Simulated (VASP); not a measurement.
The system is Hg3P2.

```
Hg P
1.0
     4.30155    0.00000    0.00000
    -2.15077    3.72525    0.00000
     0.00000    0.00000    6.69251
Hg P
3 2
Direct
  0.00000 0.00000 0.00000
  0.33333 0.66667 0.64500
  0.66667 0.33333 0.35500
  0.33333 0.66667 0.24500
  0.66667 0.33333 0.75500
```

| Property | Result |
| --- | --- |
| Program | VASP 6.6.1 |
| Task | relaxation of cell and atoms |
| Functional | PBE |
| Potentials or basis | VASP PAW PBE potentials, release 64 (Hg, P) |
| Cutoff | 600 eV |
| k mesh | 6 × 6 × 4 |
| Occupations | gaussian, width 0.1 eV |
| Spin | no spin polarisation |

At the start: pressure 6.7 GPa; volume 21.45 Å³/atom.

Question: Where does the relaxation end?

Answer: Over 14 steps the energy falls by 82.0 meV/atom and the volume is 22.75 Å³/atom (+6.1 %); space group P-3m1 (No. 164, to 0.05 Å).

The path:
| step | energy change (eV) | largest force (eV/Å) | pressure (GPa) | volume (Å³) |
| --- | --- | --- | --- | --- |
| 1 | 0.0000 | 0.9025 | 6.70 | 107.24 |
| 2 | -0.2628 | 0.0799 | -2.15 | 121.72 |
| 3 | -0.2776 | 0.2000 | -0.82 | 118.60 |
| 4 | -0.3247 | 0.1961 | -0.40 | 117.65 |
| 5 | -0.3682 | 0.2515 | 1.46 | 114.51 |
| 6 | -0.3720 | 0.2388 | 0.97 | 115.20 |
| 7 | -0.3876 | 0.1112 | -0.47 | 117.83 |
| 8 | -0.3877 | 0.1182 | -0.38 | 117.68 |
| 9 | -0.3939 | 0.1015 | -0.25 | 117.05 |
| 10 | -0.4030 | 0.0744 | 0.11 | 115.37 |
| 11 | -0.4034 | 0.0646 | 0.23 | 114.90 |
| 12 | -0.4078 | 0.0362 | -0.34 | 115.29 |
| 13 | -0.4078 | 0.0401 | -0.37 | 115.31 |
| 14 | -0.4101 | 0.0268 | 0.20 | 113.76 |

Final structure:
```cif
data_structure
_symmetry_space_group_name_H-M 'P 1'
_symmetry_Int_Tables_number 1
_cell_length_a 4.2039
_cell_length_b 4.2039
_cell_length_c 7.4324
_cell_angle_alpha 90.000
_cell_angle_beta 90.000
_cell_angle_gamma 120.000
_cell_volume 113.76
loop_
_atom_site_label
_atom_site_type_symbol
_atom_site_fract_x
_atom_site_fract_y
_atom_site_fract_z
_atom_site_occupancy
Hg1 Hg 0.00000 0.00000 0.00000 1
Hg2 Hg 0.33333 0.66667 0.63449 1
Hg3 Hg 0.66667 0.33333 0.36551 1
P1 P 0.33333 0.66667 0.21819 1
P2 P 0.66667 0.33333 0.78181 1
```
